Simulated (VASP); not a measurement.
Here is a VASP 6.6.1 calculation.

Contents of INCAR:

```
SYSTEM = WC
ALGO = Normal
EDIFF = 1E-7
ENCUT = 520
GGA = PE
ISIF = 2
ISMEAR = -1
LASPH = .TRUE.
LCHARG = .TRUE.
LELF = .TRUE.
LREAL = .FALSE.
LVHAR = .TRUE.
LWAVE = .FALSE.
NBANDS = 16
NELM = 100
PREC = Accurate
SIGMA = 0.05
```

Contents of KPOINTS:

```
k-points
0
G
  9 9 8
  0 0 0
```

The input POSCAR:

```
WC
1.0
    2.9646300000      0.0000000000      0.0000000000
   -1.4823150000      2.5674448928      0.0000000000
    0.0000000000      0.0000000000      2.8366000000
W C
1 1
Direct
    0.0000000000      0.0000000000      0.0000000000
    0.6666666667      0.3333333333      0.5000000000
```

Potentials or basis: VASP PAW PBE potentials, release 64 (W_sv, C).

Run with:

```console
$ cat potpaw_PBE.64/W_sv/POTCAR potpaw_PBE.64/C/POTCAR > POTCAR
$ mpirun -np 1 vasp_std > vasp.out
```

Estimate the band gap on the k mesh.

zero (band 9 reaches 11.31 eV, above the bottom of band 10 at 10.01 eV).

Estimate the pressure.

-7.5 GPa.

Stress tensor (GPa, compression positive):
```
-11.11   0.00   0.00
  0.00 -11.11   0.00
  0.00   0.00  -0.37
```

Caveat: spin-orbit coupling is left out, which moves the levels of the heavy elements.
